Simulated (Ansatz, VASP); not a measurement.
## Ta: VASP beside Ansatz

Contents of INCAR:

```
PREC = Accurate
ENCUT = 520
EDIFF = 1E-6
ISMEAR = -1
SIGMA = 0.08
LREAL = False
LASPH = True
NELM = 80
ALGO = Normal
ISIF = 2
LWAVE = False
LCHARG = False
GGA = PS
NBANDS = 12
```

The input KPOINTS:

```
regular mesh
0
Gamma
  17 17 17
```

Contents of POSCAR:

```
Ta
1.0
   -1.7008184000      1.7008184000      1.6512800000
    1.7008184000     -1.7008184000      1.6512800000
    1.7008184000      1.7008184000     -1.6512800000
Ta
1
Direct
    0.0000000000      0.0000000000      0.0000000000
```

Input for Ansatz:

```yaml
crystal:
  lattice:
    - [-1.7008184, 1.7008184, 1.65128]
    - [1.7008184, -1.7008184, 1.65128]
    - [1.7008184, 1.7008184, -1.65128]
  atoms:
    - { symbol: Ta, position: [0.0, 0.0, 0.0] }
kpoints:
  mp_grid: { grid: [17, 17, 17] }
  band_path:
    path:
      - [0.0, 0.0, 0.0]
      - [0.0, 0.0, 0.5]
      - [-0.5, 0.5, 0.5]
      - [0.0, 0.0, 0.0]
      - [0.4856489773, 0.4856489773, -0.4856489773]
      - [-0.4856489773, 0.5143510227, 0.4856489773]
      - [-0.5, 0.5, 0.5]
      - [0.0, 0.0, 0.5]
      - [0.25, 0.25, 0.25]
    npoints: 5
scf:
  occupations: { method: fermi_dirac, width: 0.08 }
hamiltonian:
  xc: pbesol
  pseudopotentials: { kind: all_electron, lapw: { basis_error: 0.0005 } }
output:
  forces: true
  stress: true
  eigenvalues: true
```

Change from the starting cell: equal xx and yy strain of +3 %.

Alike in both runs: task single point; functional PBEsol; k mesh 17 × 17 × 17; occupations fermi-dirac, width 0.08 eV; no spin polarisation.

|  | VASP | Ansatz |
| --- | --- | --- |
| version | VASP 6.6.1 | Ansatz 0.2.0 |
| potentials or method | VASP PAW PBE potentials, release 64 (Ta_pv), cutoff 520 eV | all-electron LAPW, scalar-relativistic |

|  | VASP | Ansatz | Ansatz less VASP |
| --- | --- | --- | --- |
| pressure (GPa) | -13.9 | -13.9 | -0.04 |
| traceless stress, the component that is largest in VASP (GPa) | 1.59 | 1.59 | +0.006 |

VASP's potentials were made for PBE, not for PBEsol. Ansatz ran all-electron here, and VASP with PAW potentials.

Spin-orbit coupling is off throughout.
